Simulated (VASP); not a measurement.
Runs of VASP 6.6.1 on Cu. The structure is that of space group Fm-3m (No. 225), or close to it. The cells are those of the table. 

| task | cell | cutoff (eV) | gap on the mesh (eV) | pressure (GPa) |
| --- | --- | --- | --- | --- |
| relaxation of cell and atoms | relaxed from a = 2.556 Å, angles 60.0°, 1 atom | 600 | none | 0.0 |
| relaxation of cell and atoms | relaxed to 8 GPa from a = 2.556 Å, angles 60.0°, 1 atom | 600 | none | 7.8 |
| single point | a = 2.483 Å, angles 60.0°, 1 atom | 520 | none | 8.7 |
| relaxation of cell and atoms | relaxed to 2 GPa from a = 2.556 Å, angles 60.0°, 1 atom | 600 | none | 2.0 |
| single point | a = 2.519 Å, angles 60.0°, 1 atom | 520 | none | (b) |
| relaxation of cell and atoms | relaxed to 6 GPa from a = 2.556 Å, angles 60.0°, 1 atom | 600 | none | 5.9 |
| relaxation of cell and atoms | relaxed to 4 GPa from a = 2.556 Å, angles 60.0°, 1 atom | 600 | none | 4.0 |
| single point | a = 2.500 Å, angles 60.0°, 1 atom | 520 | none | 4.8 |
| single point | a = 2.492 Å, angles 60.0°, 1 atom | 520 | none | (a) |
| single point | a = 2.509 Å, angles 60.0°, 1 atom | 520 | none | 2.7 |

Alike in all rows: level PBEsol; potentials or basis VASP PAW PBE potentials, release 64 (Cu); no spin polarisation; k mesh 15 × 15 × 15; smearing fermi-dirac 0.05 eV.

Task: Estimate the missing entries.

Result: (a) 6.7; (b) 0.7.

Caveats: the PAW data sets were made with another functional, which shifts forces and pressure a little; the cell is relaxed towards a set pressure, so the enthalpy falls and the energy may rise (some runs).

A gap of «none» marks levels without a gap at the run's occupations.
